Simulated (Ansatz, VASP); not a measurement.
# One calculation of AlRu, two programs

The input INCAR:

```
SYSTEM = AlRu
ALGO = Normal
EDIFF = 1E-6
ENCUT = 520
GGA = PE
ISIF = 2
ISMEAR = 1
LASPH = .TRUE.
LCHARG = .FALSE.
LREAL = .FALSE.
LWAVE = .FALSE.
NBANDS = 16
NELM = 60
PREC = Accurate
SIGMA = 0.15
```

Contents of KPOINTS:

```
k-points
0
G
  12 12 12
  0 0 0
```

The input POSCAR:

```
AlRu
1.0
    2.9916000000      0.0000000000      0.0000000000
    0.0000000000      2.9916000000      0.0000000000
    0.0000000000      0.0000000000      3.0215160000
Al Ru
1 1
Direct
    0.0000000000      0.0000000000      0.0000000000
    0.5000000000      0.5000000000      0.5000000000
```

Input for Ansatz:

```yaml
crystal:
  lattice:
    - [2.9916, 0.0, 0.0]
    - [0.0, 2.9916, 0.0]
    - [0.0, 0.0, 3.021516]
  atoms:
    - { symbol: Al, position: [0.0, 0.0, 0.0] }
    - { symbol: Ru, position: [0.5, 0.5, 0.5] }
basis:
  ecutwfc: 520.0
kpoints:
  mp_grid:
    grid: [12, 12, 12]
hamiltonian:
  xc: pbe
scf:
  occupations:
    method: cold
    width: 0.15
output:
  stress: true
```

Alike in both runs: task single point; functional PBE; k mesh 12 × 12 × 12; no spin polarisation.

|  | VASP | Ansatz |
| --- | --- | --- |
| version | VASP 6.6.1 | Ansatz 0.2.0 |
| potentials or method | VASP PAW PBE potentials, release 64 (Al, Ru_pv), cutoff 520 eV | plane waves, PAW |
| occupations | methfessel-paxton of order 1, width 0.15 eV | cold, width 0.15 eV |
| valence electrons in the cell | 17 | 19 |

|  | VASP | Ansatz | Ansatz less VASP |
| --- | --- | --- | --- |
| pressure (GPa) | 0.3 | 0.3 | 0.00 |
| traceless stress, the component that is largest in VASP (GPa) | -1.17 | -1.17 | +0.001 |

VASP's potentials hold 17 valence electrons a cell and Ansatz's 19, so a difference there can come from the potentials and not from the codes.
